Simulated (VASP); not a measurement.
Runs of VASP 6.6.1 on AlRu. The structure is that of space group Pm-3m (No. 221), or close to it. The cells are those of the table. 

| cell | gap on the mesh (eV) | pressure (GPa) |
| --- | --- | --- |
| a = 2.992 Å, 2 atoms | none | (b) |
| a = 3.011 Å, 2 atoms | none | -6.0 |
| a = 3.050 Å, 2 atoms | none | -12.9 |
| a = 2.931 Å, 2 atoms | none | 13.3 |
| a = 2.972 Å, 2 atoms | none | (a) |

Alike in all rows: task single point; level r2SCAN; potentials or basis VASP PAW PBE potentials, release 64 (Ru_pv, Al); no spin polarisation; k mesh 9 × 9 × 9; cutoff (eV) 550; smearing fermi-dirac 0.05 eV.

Q: Estimate the missing entries.

A: (a) 2.6; (b) -1.9.

Caveats: the PAW data sets were made with another functional, which shifts forces and pressure a little; the cell stands under tension (at least some runs); the cell stands under pressure (at least some runs).

A k mesh can miss the band edges, and the runs leave out spin-orbit coupling on Ru.

A gap of «none» marks levels without a gap at the run's occupations.
